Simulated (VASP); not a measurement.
A run of VASP 6.6.1:

File INCAR:

```
PREC     = Accurate       # precision mode
ENCUT    = 500            # plane-wave cutoff, eV
EDIFF    = 1E-6           # SCF threshold, eV
ISMEAR   = -1             # smearing method
SIGMA    = 0.05           # smearing width, eV
LREAL    = False          # projectors in reciprocal space
LASPH    = True           # aspherical terms in the spheres
NELM     = 120            # most SCF steps
ALGO     = Normal         # electronic algorithm
ISIF     = 2              # what is computed and relaxed
LWAVE    = False          # write WAVECAR
LCHARG   = False          # write CHGCAR
GGA      = PE             # functional
NBANDS   = 12             # bands
GGA_COMPAT= False
```

Contents of KPOINTS:

```
Automatic mesh
0
Gamma
  18 18 18
```

Contents of POSCAR:

```
Nb
1.0
   -1.6639500000      1.6639500000      1.6639500000
    1.6639500000     -1.6639500000      1.6639500000
    1.6639500000      1.6639500000     -1.6639500000
Nb
1
Direct
    0.0000000000      0.0000000000      0.0000000000
```

Potentials or basis: VASP PAW PBE potentials, release 64 (Nb_sv).

Command:

```bash
$ cat potpaw_PBE.64/Nb_sv/POTCAR > POTCAR
$ mpirun -np 1 vasp_std > vasp.out
```

Hardware: 1 thread of Intel(R) Xeon(R) 6975P-C (Granite Rapids), on a shared host.

Problem. Estimate the wall time of this run.

Solution. Run time: 13 s on 1 thread of Intel(R) Xeon(R) 6975P-C (Granite Rapids) (shared host), peak memory 0.16 GiB. Counts: scf iterations 12, k points 195.
